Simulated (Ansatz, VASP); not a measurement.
This is a calculation of MnO2 for Ansatz 0.2.0.

Contents of input.yaml:

```yaml
crystal:
  lattice:
    - [2.8374059371, 0.0, 0.0]
    - [-1.4187029685, 2.4572656224, 0.0]
    - [0.0, 0.0, 4.5704914233]
  atoms:
    - { symbol: Mn, position: [0.0, 0.0, 0.5], spin: 4.0 }
    - { symbol: O, position: [0.3333333333, 0.6666666667, 0.70629257] }
    - { symbol: O, position: [0.6666666667, 0.3333333333, 0.29370743] }
kpoints:
  mp_grid: { grid: [11, 11, 6] }
scf:
  occupations: { method: fermi_dirac, width: 0.05 }
hamiltonian:
  xc: lda
  pseudopotentials: { kind: all_electron, lapw: { basis_error: 0.002 } }
magnetization:
  spin_polarized: true
output:
  forces: true
  stress: true
  eigenvalues: true
```

Potentials or basis: all-electron LAPW, scalar-relativistic.

Run with:

```sh
$ ansatz run input.yaml --threads 4 --pin off --max-ram 12288MiB --backend cpu --events-out ev --progress --plain --runs-dir out
```

Q: Translate it to VASP 6.6.1. Potentials there: VASP PAW LDA potentials, release 64 (Mn_pv, O).

A: As run (the cutoff follows the program's own potentials):

INCAR

```
  ALGO = Normal
  EDIFF = 1E-7
  ENCUT = 520
  GGA = CA
  ISIF = 2
  ISMEAR = -1
  ISPIN = 2
  LASPH = True
  LCHARG = True
  LELF = True
  LMAXMIX = 4
  LORBIT = 11
  LREAL = False
  LVHAR = True
  LWAVE = False
  MAGMOM = 4 0 0
  NBANDS = 24
  NELM = 150
  PREC = Accurate
  SIGMA = 0.05
```

Contents of KPOINTS:

```
k-points
0
Gamma
  11 11 6
```

Contents of POSCAR:

```
MnO2
1.0
    2.8374059371      0.0000000000      0.0000000000
   -1.4187029685      2.4572656224      0.0000000000
    0.0000000000      0.0000000000      4.5704914233
Mn O
1 2
Direct
    0.0000000000      0.0000000000      0.5000000000
    0.3333333333      0.6666666667      0.7062925700
    0.6666666667      0.3333333333      0.2937074300
```

Potentials or basis: VASP PAW LDA potentials, release 64 (Mn_pv, O).

Run with:

```console
$ cat potpaw_LDA.64/Mn_pv/POTCAR potpaw_LDA.64/O/POTCAR > POTCAR
$ mpirun -np 1 vasp_std > vasp.out
```

Both were run:

|  | VASP | Ansatz | Ansatz less VASP |
| --- | --- | --- | --- |
| gap on the k mesh at the Fermi level (eV) | 0.23 | 0.37 | +0.135 |
| least direct gap on the mesh (eV) | 0.27 | 0.41 | +0.139 |
| pressure (GPa) | -3.8 | -4.6 | -0.81 |
| traceless stress, the component that is largest in VASP (GPa) | 1.00 | 1.33 | +0.330 |
| rms of the force components (eV/Å) | 0.076 | 0.113 | +0.0372 |
| net moment per atom (μB) | 1.00 | 1.00 | +0.001 |
| size of the moment on the site where the two differ most (μB) | 2.76 | 2.68 | -0.087 |

LDA's correlation is that of Perdew and Zunger in VASP and of Perdew and Wang (1992) in Ansatz. Site moments also hang on the region over which each program counts them. Atom by atom the forces differ by 0.037 eV/Å (rms over components). Ansatz ran all-electron here, and VASP with PAW potentials.
